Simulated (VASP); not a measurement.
The system is SiC.

```
Si C
1.0
     3.05505    0.00000    0.00000
    -1.52753    2.64575    0.00000
     0.00000    0.00000   10.00306
Si C
4 4
Direct
  0.00000 0.00000 0.18789
  0.00000 0.00000 0.68789
  0.33333 0.66667 0.43784
  0.66667 0.33333 0.93784
  0.00000 0.00000 0.00046
  0.00000 0.00000 0.50046
  0.33333 0.66667 0.24980
  0.66667 0.33333 0.74980
```

Base run:

- Program: VASP 6.6.1
- Functional: BLYP
- Dispersion: D3(BJ)
- Potentials or basis: VASP PAW PBE potentials, release 64 (Si, C)
- Cutoff: 520 eV
- k mesh: 10 × 10 × 3
- Occupations: fermi-dirac, width 0.05 eV
- Spin: no spin polarisation

Its results: band gap on the k mesh 2.54 eV (least direct gap 3.67 eV); pressure 3.5 GPa; largest force 0.015 eV/Å.

Question: The run is repeated on the same cell with these changes: functional from BLYP to PBEsol. What comes out?

Answer: Band gap on the k mesh 2.11 eV (least direct gap 3.24 eV); pressure 1.5 GPa; largest force 0.011 eV/Å.

PBEsol binds more tightly than BLYP, so the same cell stands under less pressure.

Caveats: the PAW data sets were made with another functional, which shifts forces and pressure a little; an odd mesh through Γ misses points on the zone boundary, where band edges can lie; the cell stands under pressure (at least some runs).
